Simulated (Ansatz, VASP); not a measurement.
## ScH3: VASP beside Ansatz

INCAR

```
SYSTEM = ScH3
PREC     = Accurate       ! precision mode
ENCUT    = 520            ! plane-wave cutoff, eV
EDIFF    = 1E-6           ! SCF threshold, eV
ISMEAR   = 0              ! smearing method
SIGMA    = 0.05           ! smearing width, eV
LREAL    = .False.        ! projectors in reciprocal space
LASPH    = .True.         ! aspherical terms in the spheres
NELM     = 100            ! most SCF steps
ALGO     = Normal         ! electronic algorithm
ISIF     = 2              ! what is computed and relaxed
LWAVE    = .False.        ! write WAVECAR
LCHARG   = .True.         ! write CHGCAR
GGA      = PS             ! functional
LELF     = .True.         ! ELF
LVHAR    = .True.       
NBANDS   = 15             ! bands
```

Contents of KPOINTS:

```
Automatic mesh
0
Gamma
  10 10 10
  0 0 0
```

File POSCAR:

```
ScH3
1.0
    0.0000000000      2.3854431358      2.3854431358
    2.3854431358      0.0000000000      2.3854431358
    2.3854431358      2.3854431358      0.0000000000
Sc H
1 3
Direct
    0.0000000000      0.0000000000      0.0000000000
    0.5000000000      0.5000000000      0.5000000000
    0.2500000000      0.2500000000      0.2500000000
    0.7500000000      0.7500000000      0.7500000000
```

Input for Ansatz:

```yaml
crystal:
  lattice:
    - [0.0, 2.3854431358, 2.3854431358]
    - [2.3854431358, 0.0, 2.3854431358]
    - [2.3854431358, 2.3854431358, 0.0]
  atoms:
    - { symbol: Sc, position: [0.0, 0.0, 0.0] }
    - { symbol: H, position: [0.5, 0.5, 0.5] }
    - { symbol: H, position: [0.25, 0.25, 0.25] }
    - { symbol: H, position: [0.75, 0.75, 0.75] }
basis:
  ecutwfc: 420
  ecutrho_ratio: 4
kpoints:
  mp_grid: { grid: [10, 10, 10] }
hamiltonian:
  xc: pbesol
scf:
  occupations: { method: gaussian, width: 0.05 }
output:
  forces: true
  stress: true
  eigenvalues: true
```

Alike in both runs: task single point; functional PBEsol; k mesh 10 × 10 × 10; occupations gaussian, width 0.05 eV; no spin polarisation.

```csv
,VASP,Ansatz
version,VASP 6.6.1,Ansatz 0.2.0
potentials or method,"VASP PAW PBE potentials, release 64 (Sc_sv, H), cutoff 520 eV","scalar-relativistic, plane waves, PAW"
valence electrons in the cell,14,14
```

|  | VASP | Ansatz | Ansatz less VASP |
| --- | --- | --- | --- |
| pressure (GPa) | -4.4 | -4.5 | -0.20 |

VASP's potentials were made for PBE, not for PBEsol.
